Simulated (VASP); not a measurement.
Write the native input for VASP 6.6.1 that does the following.

* Task: single point
* Functional: LDA
* Potentials or basis: VASP PAW LDA potentials, release 64 (Ru_pv)
* Cutoff: 520 eV
* k mesh: 15 × 15 × 4
* Occupations: fermi-dirac, width 0.1 eV
* Spin: no spin polarisation
* Dipole correction: no
* Further INCAR settings: ALGO = Normal; EDIFF = 1e-06; NBANDS = 36

The structure of Ru lies in POSCAR:

```
Ru
1.0
    2.6280279811      0.0000000000      0.0000000000
   -1.3140139906      2.2759389935      0.0000000000
    0.0000000000      0.0000000000      8.4387953804
Ru
4
Direct
    0.0000000000      0.0000000000      1.0000000000
    0.0000000000      0.0000000000      0.5000000000
    0.3333333333      0.6666666667      0.2500000000
    0.6666666667      0.3333333333      0.7500000000
```

This cell differs from its parent crystal: volume scaled by 0.96.

One way to write it, as run:

INCAR

```
SYSTEM = Ru
PREC = Accurate
ENCUT = 520
EDIFF = 1E-6
ISMEAR = -1
SIGMA = 0.1
LREAL = .False.
LASPH = .True.
NELM = 60
ALGO = Normal
ISIF = 2
LWAVE = .False.
LCHARG = .True.
LELF = .True.
LVHAR = .True.
NBANDS = 36
```

KPOINTS

```
Automatic mesh
0
Gamma
  15 15 4
  0 0 0
```

Potentials or basis: VASP PAW LDA potentials, release 64 (Ru_pv).

Run with:

```console
$ cat potpaw_LDA.64/Ru_pv/POTCAR > POTCAR
$ mpirun -np 1 vasp_std > vasp.out
```

It gave:

```yaml
Pressure: 17.3 GPa
Band_gap_on_the_k_mesh: zero (band 28 reaches 15.86 eV, above the bottom of band 29 at 12.67 eV)
```

It took 70 s on 1 thread of AMD EPYC 9R45 96-Core Processor (Zen 5), with other jobs on the host, peak memory 0.19 GiB.
